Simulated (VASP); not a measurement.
Ti:

```
CELL_PARAMETERS angstrom
2.95000 0.00000 0.00000
-1.47500 2.55477 0.00000
0.00000 0.00000 4.68000
ATOMIC_POSITIONS crystal
Ti 0.33333 0.66667 0.25000
Ti 0.66667 0.33333 0.75000
```

| Quantity | Value |
| --- | --- |
| Program | VASP 6.6.1 |
| Task | relaxation of volume and atoms at fixed shape |
| Functional | PBEsol |
| Potentials or basis | VASP PAW PBE potentials, release 64 (Ti_sv) |
| Cutoff | 600 eV |
| k mesh | 9 × 9 × 5 |
| Occupations | gaussian, width 0.02 eV |
| Spin | no spin polarisation |

At the start: pressure -6.1 GPa; volume 17.64 Å³/atom.

Task: How do energy, volume and symmetry change on relaxing?

Result: Over 3 steps the energy falls by 19.2 meV/atom and the volume is 16.67 Å³/atom (-5.5 %); space group P6_3/mmc (No. 194, to 0.05 Å).

Step by step:
```csv
step,energy change (eV),largest force (eV/Å),pressure (GPa),volume (Å³)
1,0.0000,0.0000,-6.08,35.27
2,-0.0166,0.0000,5.33,31.97
3,-0.0385,0.0000,-0.04,33.34
```

Final structure:
```
Ti
1.0
     2.89500    0.00000    0.00000
    -1.44750    2.50715    0.00000
     0.00000    0.00000    4.59275
Ti
2
Cartesian
  0.0000 1.6714 1.1482
  1.4475 0.8357 3.4446
```

Caveat: the PAW data sets were made with another functional, which shifts forces and pressure a little.
